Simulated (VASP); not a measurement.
Runs of VASP 6.6.1 on W. The structure is that of space group Im-3m (No. 229), or close to it. The cells are those of the table. 

| task | level | U | cell | k mesh | cutoff (eV) | smearing | ions in elastic constants | gap on the mesh (eV) | pressure (GPa) |
| --- | --- | --- | --- | --- | --- | --- | --- | --- | --- |
| single point | BLYP+D4 | - | a = 2.794 Å, angles 109.5°, 1 atom | 12 × 12 × 12 | 520 | fermi-dirac 0.05 eV | - | none | -12.6 |
| single point | PBEsol | - | a = 2.741 Å, angles 109.5°, 1 atom | 12 × 12 × 12 | 520 | fermi-dirac 0.05 eV | - | none | -2.4 |
| single point | PBEsol | - | a = 2.732 Å, angles 109.5°, 1 atom | 12 × 12 × 12 | 520 | fermi-dirac 0.05 eV | - | none | 0.6 |
| single point | RPBE | - | a = 2.741 Å, angles 109.5°, 1 atom | 7 × 7 × 7 | 520 | fermi-dirac 0.05 eV | - | none | (a) |

Alike in all rows: potentials or basis VASP PAW PBE potentials, release 64 (W_sv); no spin polarisation.

Problem. Estimate the missing entries.

Solution. (a) 11.2.

Caveats: some runs use coarse meshes; the PAW data sets were made with another functional, which shifts forces and pressure a little; spin-orbit coupling is left out, which moves the levels of the heavy elements; pairwise dispersion overbinds metals, which lowers pressure and volume (some runs).

A k mesh can miss the band edges, and the runs leave out spin-orbit coupling on W.

A gap of «none» marks levels without a gap at the run's occupations.
